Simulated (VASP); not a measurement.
Sb, 2 atoms in the cell. The structure is trigonal, space group R-3m (No. 166). The conventional cell has a = 4.323 Å, b = 4.323 Å, c = 11.039 Å, α = 90.00°, β = 90.00°, γ = 120.00°. Sb (site symmetry 3m) has 6 Sb at 2.93 to 3.29 Å within 3.9 Å. 

| Item | Value |
| --- | --- |
| Program | VASP 6.6.1 |
| Task | single point |
| Functional | r2SCAN |
| Potentials or basis | VASP PAW PBE potentials, release 64 (Sb) |
| Cutoff | 520 eV |
| k mesh | 12 × 12 × 12 |
| Occupations | gaussian, width 0.1 eV |
| Spin | no spin polarisation |
| Dipole correction | no |
| Further INCAR settings | ALGO = Normal; EDIFF = 1e-06; NBANDS = 12 |

Potentials or basis: VASP PAW PBE potentials, release 64 (Sb).

Command:

```bash
$ cat potpaw_PBE.64/Sb/POTCAR > POTCAR
$ cp INCAR.step1 INCAR
$ mpirun -np 1 vasp_std > vasp.out
$ cp INCAR.step2 INCAR
$ mpirun -np 1 vasp_std > vasp.out
```

Hardware: 1 thread of Intel(R) Xeon(R) Platinum 8375C CPU @ 2.90GHz (Ice Lake), on a shared host.

Problem. Estimate the wall time of this run.

Solution. Wall time 5.1 min on 1 thread of Intel(R) Xeon(R) Platinum 8375C CPU @ 2.90GHz (Ice Lake), with other jobs on the host, peak memory 0.29 GiB. Counts: k points 189.
